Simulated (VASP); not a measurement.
Here is a VASP 6.6.1 calculation.

Contents of INCAR:

```
PREC = Accurate
ENCUT = 520
EDIFF = 1E-6
ISMEAR = -1
SIGMA = 0.0689
LREAL = Auto
LASPH = True
NELM = 120
ALGO = Normal
ISIF = 2
LWAVE = False
LCHARG = False
GGA = PE
NBANDS = 46
GGA_COMPAT = False
ISYM = -1
```

The input KPOINTS:

```
explicit points
4
Reciprocal
  0.25000000   0.25000000   0.25000000 2
  0.25000000   0.25000000   0.75000000 2
  0.25000000   0.75000000   0.25000000 2
  0.25000000   0.75000000   0.75000000 2
```

The input POSCAR:

```
MgO
1.0
    0.0000000000      4.2985809566     -4.2985809566
   -4.2985809566      0.0000000000     -4.2985809566
   -4.2985809566      4.2985809566      0.0000000000
Mg O
8 8
Direct
    0.5366381425      0.4734112305     -0.0139952000
    0.0000004653      0.4946788304     -0.0115198482
    0.5121341257      0.0130317425     -0.0127451363
    0.0185220427     -0.0601234460     -0.0031227747
    0.5398861911      0.4969385296      0.4466486776
    0.0001364404      0.5117175929      0.4996305808
    0.4730893801     -0.0027390434      0.5170048028
    0.0069924238      0.0086874018      0.4852870101
    0.7531880946      0.7470437413      0.2230224369
    0.2529140456      0.7417888676      0.2554374365
    0.7561344157      0.2237470946      0.2541368910
    0.2469496354      0.2566963403      0.2326172312
    0.7353482537      0.7736243736      0.7485812254
    0.2721046810      0.7310291540      0.7488627136
    0.7626923939      0.2484813037      0.7388887245
    0.2630921719      0.2532370592      0.7108604051
```

Potentials or basis: VASP PAW PBE potentials, release 64 (Mg, O).

Run with:

```sh
$ cat potpaw_PBE.64/Mg/POTCAR potpaw_PBE.64/O/POTCAR > POTCAR
$ mpirun -np 1 vasp_std > vasp.out
```

Task: Estimate the band gap on the k mesh.

Result: 4.85 eV.

Task: Estimate the pressure.

Result: -2.0 GPa.

Task: What does it give for the largest force?

Result: 2.199 eV/Å.

Stress tensor (GPa, compression positive):
```
-0.91 -0.42 -0.51
-0.42 -3.49  0.13
-0.51  0.13 -1.70
```

Caveat: the atoms stand as in a frame of molecular dynamics; a shifted mesh leaves out Γ, where band edges can lie; forces of over 1 eV/Å act on the atoms, so gaps and moduli don't describe the material at rest. A k mesh can miss the band edges.
